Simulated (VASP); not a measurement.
Here is a VASP 6.6.1 calculation.

The input INCAR:

```
SYSTEM = Ta2N
PREC = Accurate
ENCUT = 700
EDIFF = 1E-6
ISMEAR = 0
SIGMA = 0.15
LREAL = .FALSE.
LASPH = .TRUE.
NELM = 120
ALGO = Normal
ISIF = 2
LWAVE = .FALSE.
LCHARG = .FALSE.
GGA = CA
NBANDS = 22
GGA_COMPAT = .FALSE.
```

File KPOINTS:

```
Automatic mesh
0
G
  15 15 8
  0 0 0
```

POSCAR

```
Ta2N
1.0
    3.0618406011     -0.2143288420      0.0000000000
   -1.7165345226      2.7587961639      0.0000000000
    0.0000000000      0.0000000000      4.5636021781
Ta N
2 1
Direct
    0.6666666667      0.3333333333      0.7466885012
    0.3333333333      0.6666666667      0.2533114988
    0.0000000000      0.0000000000      0.0000000000
```

Potentials or basis: VASP PAW LDA potentials, release 64 (Ta_sv_GW, N).

Run with:

```sh
$ cat potpaw_LDA.64/Ta_sv_GW/POTCAR potpaw_LDA.64/N/POTCAR > POTCAR
$ mpirun -np 1 vasp_std > vasp.out
```

(1) Predict the largest force.

(2) Estimate the band gap on the k mesh.

## Answers

(1) 0.562 eV/Å.

(2) zero (an odd number of electrons rules out a gap without spin polarisation).

Caveat: the cell differs from its parent crystal (engineering shear strain xy -0.1400, normal strain along z -0.0467); spin-orbit coupling is left out, which moves the levels of the heavy elements.
